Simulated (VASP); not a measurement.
# TiSi16 (a cell with a defect) in VASP: further runs, part 2 of 2

VASP 6.6.1. The steps go on from the part before.

## (3) Single point, PBE

The input, INCAR:

```
SYSTEM = TiSi16
PREC     = Accurate       ! precision mode
ENCUT    = 520            ! plane-wave cutoff, eV
EDIFF    = 1E-6           ! SCF threshold, eV
ISMEAR   = -1             ! smearing method
SIGMA    = 0.05           ! smearing width, eV
LREAL    = Auto         
LASPH    = .TRUE.         ! aspherical terms in the spheres
NELM     = 80             ! most SCF steps
ALGO     = Normal         ! electronic algorithm
ISIF     = 2              ! what is computed and relaxed
LWAVE    = .FALSE.        ! write WAVECAR
LCHARG   = .TRUE.         ! write CHGCAR
GGA      = PE             ! functional
LELF     = .TRUE.         ! ELF
LVHAR    = .TRUE.       
NBANDS   = 52             ! bands
```

The input, KPOINTS:

```
regular mesh
0
G
  2 2 2
  0 0 0
```

The input, POSCAR:

```
TiSi16
1.0
    0.0000000000      5.4300000000      5.4300000000
    5.4300000000      0.0000000000      5.4300000000
    5.4300000000      5.4300000000      0.0000000000
Si Ti
16 1
Direct
   -0.0214640884      0.0543186004      0.0374861878
    0.1236924494      0.1018876611      0.2048710866
   -0.0721915285      0.0058563536      0.5805156538
    0.0512430939      0.1755340700      0.6828084715
   -0.0404604052      0.4435911602      0.0592633517
    0.0906721915      0.6839502762      0.1256261510
   -0.0219060773      0.5274493554      0.5244106814
    0.0338766114      0.6254972376      0.6980386740
    0.5037937385      0.0017311234     -0.0253591160
    0.5912799263      0.1671362799      0.1456629834
    0.4291528545      0.0020257827      0.5513812155
    0.6002578269      0.1252302026      0.5939226519
    0.4631399632      0.5180939227      0.0050920810
    0.5994198895      0.6420349908      0.1468047882
    0.4707642726      0.4732320442      0.4976887661
    0.6112062615      0.6003222836      0.6606721915
    0.6998710866      0.7771270718      0.3020441989
```

Potentials or basis: VASP PAW PBE potentials, release 64 (Si, Ti_sv).

Started as:

```
$ cat potpaw_PBE.64/Si/POTCAR potpaw_PBE.64/Ti_sv/POTCAR > POTCAR
$ mpirun -np 1 vasp_std > vasp.out
```

OUTCAR:

```text
SYSTEM = TiSi16
   PREC = Accurate
   ENCUT = 520
   EDIFF = 1E-6
   ISMEAR = -1
   LREAL = Auto
   LASPH = .TRUE.
   NELM = 80
   ISIF = 2
   GGA = PE

 ion  position               nearest neighbor table
   1  0.979  0.054  0.037-   4 2.25   2 2.31   6 2.34  10 2.44   5 3.00  17 3.02
   2  0.124  0.102  0.205-   5 2.21   1 2.31   3 2.40   9 2.49
   3  0.928  0.006  0.581-  12 2.17   8 2.39   2 2.40   4 2.49
   4  0.051  0.176  0.683-   7 2.23   1 2.25  11 2.40   3 2.49
   5  0.960  0.444  0.059-   2 2.21   8 2.30  14 2.32   6 2.83   1 3.00
   6  0.091  0.684  0.126-   1 2.34  13 2.36  17 2.47   7 2.51   5 2.83
   7  0.978  0.527  0.524-   8 2.10   4 2.23  16 2.33   6 2.51  17 2.73
   8  0.034  0.625  0.698-   7 2.10   5 2.30   3 2.39  15 2.78
   9  0.504  0.002  0.975-  14 2.28  12 2.40   2 2.49  10 2.68  17 2.90
  10  0.591  0.167  0.146-  13 2.21   1 2.44  17 2.45  11 2.57   9 2.68
  11  0.429  0.002  0.551-  12 2.17   4 2.40  16 2.54  10 2.57  17 2.59
  12  0.600  0.125  0.594-   3 2.17  11 2.17  15 2.19   9 2.40
  13  0.463  0.518  0.005-  16 2.17  10 2.21   6 2.36  14 2.52
  14  0.599  0.642  0.147-  15 2.25   9 2.28   5 2.32  17 2.46  13 2.52
  15  0.471  0.473  0.498-  12 2.19  14 2.25  16 2.70   8 2.78  17 2.96
[... 211 lines left out ...]
      3     -26.2854      2.00000
      4     -26.2716      2.00000
      5      -5.8123      2.00000
      6      -3.7160      2.00000
[... 413 lines left out ...]
     49       9.5052      0.00000
     50      10.1598      0.00000
 [bands above 50 left out]

------------------------ aborting loop because EDIFF is reached ----------------------------------------

  FORCE on cell =-STRESS in cart. coord.  units (eV):
  Direction    XX          YY          ZZ          XY          YZ          ZX
  --------------------------------------------------------------------------------------
  -------------------------------------------------------------------------------------
  Total       11.5855146     15.1858377     10.6243503      0.0466001     -4.7874374      2.4128024
  in kB       57.9690825     75.9835974     53.1598173      0.2331673    -23.9543397     12.0726569
  external PRESSURE =      62.3708324 kB  Pullay stress =       0.0000000 kB

 VOLUME and BASIS-vectors are now :
 -----------------------------------------------------------------------------
  energy-cutoff  :      520.00
  volume of cell :      320.21
      direct lattice vectors                 reciprocal lattice vectors
     0.000000000  5.430000000  5.430000000    -0.092081031  0.092081031  0.092081031
     5.430000000  0.000000000  5.430000000     0.092081031 -0.092081031  0.092081031
     5.430000000  5.430000000  0.000000000     0.092081031  0.092081031 -0.092081031

 POSITION                                       TOTAL-FORCE (eV/Angst)
 -----------------------------------------------------------------------------------
      0.49850      5.51700      5.60840         0.779993      0.007677     -1.183706
      1.66570      1.78410      1.22490        -0.935112      1.051656      0.102374
      3.18400      8.19020      5.06980        -0.948209      2.074951      1.457570
      4.66080      3.98590      1.23140        -1.916776     -0.090901     -0.714183
      2.73050      5.53210      7.61900         1.626637     -0.455017      1.471631
      4.39600      1.17450      4.20620        -0.823668      0.401255     -0.927928
[... 9 lines left out ...]
      6.84720      6.90630      6.57860        -0.121497     -0.875643     -0.809018
      5.85990      5.44040      8.02010        -1.991559     -0.995504      1.097021
 -----------------------------------------------------------------------------------
    total drift:                                0.003506      0.005343     -0.006235

  FREE ENERGIE OF THE ION-ELECTRON SYSTEM (eV)
  ---------------------------------------------------
  free  energy   TOTEN  =       -88.1891642811 eV

  energy  without entropy=      -88.1112992703  energy(sigma->0) =      -88.15023178
```

stdout:

```text
POSCAR found type information on POSCAR SiTi
 POSCAR found :  2 types and      17 ions
 scaLAPACK will be used
 LDA part: xc-table for (Slater+PW92), standard interpolation
 POSCAR, INCAR and KPOINTS ok, starting setup
 FFT: planning ... GRIDC
 FFT: planning ... GRID_SOFT
 FFT: planning ... GRID
 WAVECAR not read
 entering main loop
```

It took 7.3 min on 1 thread of AMD EPYC 7R43 (Zen 3), shared host; peak memory 0.46 GiB.

Results:

* Free energy: -88.1892 eV
* Pressure: 6.2 GPa
* Largest force: 3.724 eV/Å
* Band gap on the k mesh: zero (band 38 reaches 6.99 eV, above the bottom of band 39 at 6.59 eV)

Forces on the atoms (eV/Å):
```
Si   0.780  0.008 -1.184
Si  -0.935  1.052  0.102
Si  -0.948  2.075  1.458
Si  -1.917 -0.091 -0.714
Si   1.627 -0.455  1.472
Si  -0.824  0.401 -0.928
Si  -1.939 -2.343 -0.188
Si   1.139  2.341  2.662
Si   1.800  0.144  0.223
Si  -0.811  0.786 -1.054
Si  -0.979 -1.315 -0.993
Si   1.155  0.662 -0.463
Si   2.410  0.393  0.046
Si  -1.803 -1.216 -1.093
Si   3.359 -0.571  0.367
Si  -0.121 -0.876 -0.809
Ti  -1.992 -0.996  1.097
```

Stress tensor (GPa, compression positive):
```
 5.80  0.02  1.21
 0.02  7.60 -2.40
 1.21 -2.40  5.32
```

Levels at points of the mesh, in eV from the Fermi level:
| k point | band 35 | band 36 | band 37 | band 38 | band 39 | band 40 | band 41 | band 42 |
| --- | --- | --- | --- | --- | --- | --- | --- | --- |
| (0.00, 0.00, 0.00) | -1.11 | -0.75 | -0.50 | -0.46 | -0.26 | -0.01 | 0.08 | 0.14 |
| (0.50, 0.00, 0.00) | -1.38 | -0.94 | -0.38 | -0.09 | 0.09 | 0.38 | 0.51 | 0.76 |
| (0.00, 0.50, 0.00) | -1.20 | -1.03 | -0.17 | 0.05 | 0.16 | 0.56 | 0.71 | 0.78 |
| (0.00, 0.00, 0.50) | -1.10 | -0.93 | -0.49 | -0.23 | 0.11 | 0.34 | 0.73 | 0.85 |
| (0.50, 0.50, 0.50) | -1.61 | -0.85 | -0.37 | -0.07 | -0.05 | 0.17 | 0.35 | 0.70 |
| (0.50, 0.50, 0.00) | -1.69 | -1.48 | -0.48 | -0.01 | 0.49 | 0.70 | 0.95 | 1.24 |
| (0.00, 0.50, 0.50) | -1.71 | -1.47 | -0.67 | 0.14 | 0.50 | 0.84 | 0.93 | 1.35 |
| (0.50, 0.00, 0.50) | -1.58 | -1.22 | -0.50 | -0.04 | 0.46 | 0.64 | 0.70 | 1.32 |

Caveat: the k points lie up to 0.50 Å⁻¹ apart.

## (4) Single point, PBE

The input, INCAR:

```
SYSTEM = TiSi16
  PREC = Accurate
  ENCUT = 520
  EDIFF = 1E-6
  ISMEAR = -1
  SIGMA = 0.05
  LREAL = Auto
  LASPH = .TRUE.
  NELM = 60
  ALGO = Normal
  ISIF = 2
  LWAVE = .FALSE.
  LCHARG = .TRUE.
  GGA = PE
  LELF = .TRUE.
  LVHAR = .TRUE.
  NBANDS = 52
```

KPOINTS is that of step 3.

The input, POSCAR:

```
TiSi16
1.0
    0.0000000000      5.4300000000      5.4300000000
    5.4300000000      0.0000000000      5.4300000000
    5.4300000000      5.4300000000      0.0000000000
Si Ti
16 1
Direct
   -0.0363812155      0.0839134438     -0.0401749540
    0.0448895028      0.1117955801      0.2382044199
   -0.0546869245     -0.0411325967      0.5594014733
    0.1259760589      0.1462707182      0.5818324125
   -0.0245764273      0.4585359116      0.0443922652
    0.0970165746      0.6658563536      0.0936648250
   -0.0491160221      0.5270165746      0.4902946593
    0.0656813996      0.5743186004      0.6826795580
    0.4413167587     -0.0534530387      0.1437661142
    0.5707274401      0.2358655617      0.1540423573
    0.4765653775      0.0307458564      0.5080018416
    0.5691804788      0.0771915285      0.7188858195
    0.4641344383      0.6225138122     -0.0173020258
    0.5970810313      0.5334162063      0.2249631676
    0.4358655617      0.4745211786      0.5666942910
    0.5661049724      0.6637845304      0.6411325967
    0.7274401473      0.8359116022      0.2544567219
```

Potentials or basis: VASP PAW PBE potentials, release 64 (Si, Ti_sv).

Started as:

```
$ cat potpaw_PBE.64/Si/POTCAR potpaw_PBE.64/Ti_sv/POTCAR > POTCAR
$ mpirun -np 1 vasp_std > vasp.out
```

OUTCAR:

```text
SYSTEM = TiSi16
   PREC = Accurate
   ENCUT = 520
   EDIFF = 1E-6
   ISMEAR = -1
   LREAL = Auto
   LASPH = .TRUE.
   NELM = 60
   ISIF = 2
   GGA = PE

 ion  position               nearest neighbor table
   1  0.964  0.084  0.960-   4 2.41  10 2.53   6 2.62   2 2.63  17 2.66
   2  0.045  0.112  0.238-   3 2.04   5 2.24   9 2.50   1 2.63
   3  0.945  0.959  0.559-   2 2.04  12 2.37   8 2.41   4 2.55
   4  0.126  0.146  0.582-  11 2.22   1 2.41   7 2.41   3 2.55
   5  0.975  0.459  0.044-   2 2.24   8 2.28  14 2.41   6 2.45
   6  0.097  0.666  0.094-  17 2.38  13 2.39   5 2.45   7 2.49   1 2.62
   7  0.951  0.527  0.490-   8 2.29   4 2.41  16 2.42   6 2.49  17 2.57
   8  0.066  0.574  0.683-   5 2.28   7 2.29  15 2.33   3 2.41
   9  0.441  0.947  0.144-  17 2.36   2 2.50  14 2.62  12 2.67  10 2.90
  10  0.571  0.236  0.154-  11 2.30  13 2.44  17 2.52   1 2.53  14 2.72   9 2.90
  11  0.477  0.031  0.508-   4 2.22  12 2.29  10 2.30  16 2.31  17 2.45
  12  0.569  0.077  0.719-  11 2.29   3 2.37  15 2.50   9 2.67
  13  0.464  0.623  0.983-  14 2.21  16 2.23   6 2.39  10 2.44
  14  0.597  0.533  0.225-  15 2.18  13 2.21   5 2.41   9 2.62  10 2.72
  15  0.436  0.475  0.567-  14 2.18   8 2.33  12 2.50  16 2.51
  16  0.566  0.664  0.641-  13 2.23  11 2.31   7 2.42  17 2.48  15 2.51
  17  0.727  0.836  0.254-   9 2.36   6 2.38  11 2.45  16 2.48  10 2.52   7 2.57   1 2.66

  LATTYP: Found a face centered cubic cell.
 ALAT       =    10.8600000000

  Lattice vectors:

 A1 = (   0.0000000000,   5.4300000000,   5.4300000000)
 A2 = (   5.4300000000,   0.0000000000,   5.4300000000)
 A3 = (   5.4300000000,   5.4300000000,   0.0000000000)

Analysis of symmetry for initial positions (statically):
=====================================================================
 Subroutine PRICEL returns:
 Original cell was already a primitive cell.

 Routine SETGRP: Setting up the symmetry group for a
 face centered cubic supercell.

 Subroutine GETGRP returns: Found  1 space group operations
 (whereof  1 operations were pure point group operations)
 out of a pool of 48 trial point group operations.
[... 148 lines left out ...]
     AMIX_MAG =   1.60;   BMIX_MAG =  1.00
  volume/ion in A,a.u.               =      18.84       127.11
  Fermi-wavevector in a.u.,A,eV,Ry     =   1.013607  1.915439 13.978610  1.027399
  Thomas-Fermi vector in A             =   2.146786
   LORBIT       =      0    0 simple, 1 ext, 2 COOP (PROOUT), +10 PAW based schemes
   GGA     = PE    functional components
[... 5 lines left out ...]
 non-spin polarized calculation
  energy-cutoff  :      520.00
  volume of cell :      320.21
 maximum number of plane-waves:      8646
 NGX is ok and might be reduce to    60
   NGX = 29   NGY = 29   NGZ = 29

 number of electron      76.0000001 magnetization

 Free energy of the ion-electron system (eV)
  ---------------------------------------------------
  ext. energy  EPLUGINS =         0.00000000
  ---------------------------------------------------
  free energy    TOTEN  =       -87.89384128 eV

  energy without entropy =      -87.83613865  energy(sigma->0) =      -87.86498996

 E-fermi :   6.7662     XC(G=0):  -9.8134

 val. band max:        6.7609742751   @ k =   0.0000   0.5000   0.0000
 cond. band min:       6.7853121338   @ k =   0.5000   0.0000   0.0000
 fundamental gap:      0.0243378587
 Fermi energy:         6.7662278015

 k-point     1 :       0.0000    0.0000    0.0000
  band No.  band energies     occupation
      1     -49.8759      2.00000
      2     -26.2698      2.00000
      3     -26.2461      2.00000
      4     -26.2020      2.00000
      5      -5.8117      2.00000
      6      -3.7624      2.00000
[... 413 lines left out ...]
     49       9.7394      0.00000
     50      10.1075      0.00000
 [bands above 50 left out]

------------------------ aborting loop because EDIFF is reached ----------------------------------------

  FORCE on cell =-STRESS in cart. coord.  units (eV):
  Direction    XX          YY          ZZ          XY          YZ          ZX
  --------------------------------------------------------------------------------------
  -------------------------------------------------------------------------------------
  Total        7.6985961     13.1740691      4.4991178      3.6076296     -4.0999664     -7.8189545
  in kB       38.5205634     65.9175464     22.5117088     18.0510735    -20.5145216    -39.1227866
  external PRESSURE =      42.3166062 kB  Pullay stress =       0.0000000 kB

 VOLUME and BASIS-vectors are now :
 -----------------------------------------------------------------------------
  energy-cutoff  :      520.00
  volume of cell :      320.21
      direct lattice vectors                 reciprocal lattice vectors
     0.000000000  5.430000000  5.430000000    -0.092081031  0.092081031  0.092081031
     5.430000000  0.000000000  5.430000000     0.092081031 -0.092081031  0.092081031
     5.430000000  5.430000000  0.000000000     0.092081031  0.092081031 -0.092081031

 POSITION                                       TOTAL-FORCE (eV/Angst)
 -----------------------------------------------------------------------------------
      5.66750     10.44430      5.68810         0.747414      0.834476     -0.536891
      1.90050      1.53720      0.85080        -4.346196     -1.993212      2.903638
      8.24420      8.17060     10.33970         2.677053      2.987660     -2.800317
      3.95360      3.84340      1.47830         0.969223     -1.415457     -1.653150
      2.73090      5.53760      7.78640         1.588796     -0.291623      0.438535
      4.12420      1.03540      4.14240        -0.334353      0.786838      0.961337
[... 9 lines left out ...]
      7.08570      6.55530      6.67830        -1.628654     -0.158500     -1.004132
      5.92070      5.33170      8.48900        -1.043651     -0.186898      0.022235
 -----------------------------------------------------------------------------------
    total drift:                                0.003141     -0.003834     -0.007545

  FREE ENERGIE OF THE ION-ELECTRON SYSTEM (eV)
  ---------------------------------------------------
  free  energy   TOTEN  =       -87.8938412796 eV

  energy  without entropy=      -87.8361386494  energy(sigma->0) =      -87.86498996
```

OSZICAR:

```text
N       E                     dE             d eps       ncg     rms          rms(c)
DAV:   1     0.340293828298E+03    0.34029E+03   -0.30651E+04   848   0.127E+03
DAV:   2    -0.524386393750E+02   -0.39273E+03   -0.37263E+03   952   0.245E+02
DAV:   3    -0.882143777027E+02   -0.35776E+02   -0.34782E+02  1240   0.670E+01
DAV:   4    -0.908656397708E+02   -0.26513E+01   -0.26272E+01  1328   0.155E+01
DAV:   5    -0.909519512472E+02   -0.86311E-01   -0.86248E-01  1128   0.255E+00    0.183E+01
DAV:   6    -0.900091997797E+02    0.94275E+00   -0.17858E+01  1152   0.211E+01    0.147E+01
DAV:   7    -0.886815076608E+02    0.13277E+01   -0.25957E+01  1128   0.260E+01    0.929E+00
DAV:   8    -0.879955504197E+02    0.68596E+00   -0.15429E+00   984   0.592E+00    0.323E+00
DAV:   9    -0.878913217259E+02    0.10423E+00   -0.65686E-01  1272   0.348E+00    0.778E-01
DAV:  10    -0.878930586795E+02   -0.17370E-02   -0.32457E-02  1032   0.697E-01    0.561E-01
DAV:  11    -0.878940409348E+02   -0.98226E-03   -0.53891E-03  1024   0.310E-01    0.280E-01
DAV:  12    -0.878937670201E+02    0.27391E-03   -0.25568E-03  1112   0.254E-01    0.688E-02
DAV:  13    -0.878938419803E+02   -0.74960E-04   -0.19261E-04   968   0.720E-02    0.258E-02
DAV:  14    -0.878938401743E+02    0.18060E-05   -0.18148E-05  1064   0.150E-02    0.105E-02
DAV:  15    -0.878938413892E+02   -0.12149E-05   -0.50582E-06  1072   0.886E-03    0.274E-03
DAV:  16    -0.878938412796E+02    0.10953E-06   -0.34133E-07   512   0.255E-03
   1 F= -.87893841E+02 E0= -.87864990E+02  d E =-.577026E-01
```

It took 8.1 min on 1 thread of AMD EPYC 7R43 (Zen 3), shared host; peak memory 0.46 GiB.

What came out:

```
Free energy            : -87.8938 eV
Pressure               : 4.2 GPa
Largest force          : 5.594 eV/Å
Band gap on the k mesh : zero (band 38 reaches 7.13 eV, above the bottom of band 39 at 6.61 eV)
```

Forces in eV/Å, atoms in the order of the input:
```
Si   0.747  0.834 -0.537
Si  -4.346 -1.993  2.904
Si   2.677  2.988 -2.800
Si   0.969 -1.415 -1.653
Si   1.589 -0.292  0.439
Si  -0.334  0.787  0.961
Si  -0.782  0.368 -0.219
Si   0.220 -0.597  1.114
Si   0.090 -2.197  0.091
Si  -0.767 -0.642  0.873
Si   0.797  0.417  0.302
Si   1.230  0.780  0.145
Si  -0.013 -1.078 -1.457
Si  -0.587  0.350  1.912
Si   1.181  2.035 -1.090
Si  -1.629 -0.159 -1.004
Ti  -1.044 -0.187  0.022
```

Caveat: the k points lie up to 0.50 Å⁻¹ apart.
